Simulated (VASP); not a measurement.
Crystal: SiC (Moissanite).

```
CELL_PARAMETERS angstrom
3.07600 0.00000 0.00000
-1.53800 2.66389 0.00000
0.00000 0.00000 5.04800
ATOMIC_POSITIONS crystal
Si 0.66667 0.33333 0.50000
Si 0.33333 0.66667 0.00000
C 0.66667 0.33333 0.88500
C 0.33333 0.66667 0.38500
```

```yaml
Program: VASP 6.6.1
Task: relaxation of cell and atoms
Functional: BLYP
Dispersion: D4
Potentials_or_basis: VASP PAW PBE potentials, release 64 (Si, C)
Cutoff: 600 eV
k_mesh: 10 × 10 × 5
Occupations: fermi-dirac, width 0.05 eV
Spin: no spin polarisation
```

At the start: pressure 0.0 GPa; volume 10.34 Å³/atom.

**Question.** How do energy, volume and symmetry change on relaxing?

**Answer.** Over 6 steps the energy falls by 9.0 meV/atom and the volume is 10.33 Å³/atom (-0.1 %); space group P6_3mc (No. 186, to 0.05 Å).

The path:
| step | energy change (eV) | largest force (eV/Å) | pressure (GPa) | volume (Å³) |
| --- | --- | --- | --- | --- |
| 1 | 0.0000 | 0.7400 | 0.02 | 41.36 |
| 2 | -0.0142 | 0.5621 | -0.16 | 41.37 |
| 3 | -0.0336 | 0.0450 | -0.32 | 41.37 |
| 4 | -0.0357 | 0.0134 | 0.29 | 41.25 |
| 5 | -0.0359 | 0.0010 | 0.13 | 41.28 |
| 6 | -0.0359 | 0.0002 | -0.09 | 41.33 |

Final structure:
```
Si C
1.0
     3.07394    0.00000    0.00000
    -1.53697    2.66211    0.00000
     0.00000    0.00000    5.05022
Si C
2 2
Direct
  0.66667 0.33333 0.50468
  0.33333 0.66667 0.00468
  0.66667 0.33333 0.88032
  0.33333 0.66667 0.38032
```

Caveat: the PAW data sets were made with another functional, which shifts forces and pressure a little.
